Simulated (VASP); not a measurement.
A run of VASP 6.6.1 is set up as follows.

Contents of INCAR:

```
SYSTEM = CdInS2
PREC = Accurate ; ENCUT = 520
EDIFF = 1E-6 ; ISMEAR = 0
SIGMA = 0.15 ; LREAL = .FALSE.
LASPH = .TRUE. ; NELM = 100
ALGO = Normal ; ISIF = 2
LWAVE = .FALSE. ; LCHARG = .FALSE.
GGA = PE ; NBANDS = 26
```

Contents of KPOINTS:

```
Automatic mesh
0
G
  12 12 6
  0 0 0
```

File POSCAR:

```
CdInS2
1.0
    3.6426205061      0.0000000000      0.0000000000
   -1.8213102530      3.1546018947      0.0000000000
    0.0000000000      0.0000000000      7.6913931987
Cd In S
1 1 2
Direct
    0.0000000000      0.0000000000      0.0000000000
    0.0000000000      0.0000000000      0.5000000000
    0.6666666667      0.3333333333      0.7700708788
    0.3333333333      0.6666666667      0.2299291212
```

Potentials or basis: VASP PAW PBE potentials, release 64 (Cd, In_d, S).

Launch:

```sh
$ cat potpaw_PBE.64/Cd/POTCAR potpaw_PBE.64/In_d/POTCAR potpaw_PBE.64/S/POTCAR > POTCAR
$ mpirun -np 1 vasp_std > vasp.out
```

Problem. What does it give for the largest force?

Solution. 0.395 eV/Å.

Problem. Estimate the band gap on the k mesh.

Solution. Zero (an odd number of electrons rules out a gap without spin polarisation).

Problem. Predict the pressure.

Solution. -0.3 GPa.

Stress tensor (GPa, compression positive):
```
  5.41   0.00   0.00
  0.00   5.41   0.00
  0.00   0.00 -11.74
```

Caveat: the stress differs along the axes, from -12 to 5 GPa; spin-orbit coupling is left out, which moves the levels of the heavy elements; an odd number of electrons without spin polarisation forces a metal; a magnetic or distorted state may lie lower.
